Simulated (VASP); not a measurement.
Crystal: Ni.

```xyz
1
Lattice="0.0000 1.7491 1.7491 1.7491 0.0000 1.7491 1.7491 1.7491 0.0000" Properties=species:S:1:pos:R:3 pbc="T T T"
Ni    0.0000    0.0000    0.0000
```

Base run:

```yaml
Program: VASP 6.6.1
Functional: r2SCAN
Potentials_or_basis: VASP PAW PBE potentials, release 64 (Ni)
Cutoff: 520 eV
k_mesh: 13 × 13 × 13
Occupations: fermi-dirac, width 0.05 eV
Spin: collinear spin, ferromagnetic start
Starting_moments: "[1.0] μB"
```

Its results: pressure -3.6 GPa; net moment 0.69 μB per cell; site moments Ni +0.71 μB.

Question: The run is repeated on the same cell with these changes: potentials or basis from VASP PAW PBE potentials, release 64 (Ni) to VASP PAW PBE potentials, release 64 (Ni_sv_GW); cutoff from 520 eV to 650 eV; further incar settings from ALGO = Normal; EDIFF = 1e-06; NBANDS = 15 to ALGO = Normal; EDIFF = 1e-06; NBANDS = 19; valence electrons from 10 to 18. What comes out?

Answer: Pressure -7.1 GPa; net moment 0.74 μB per cell; site moments Ni +0.81 μB.

Caveats: the PAW data sets were made with another functional, which shifts forces and pressure a little.
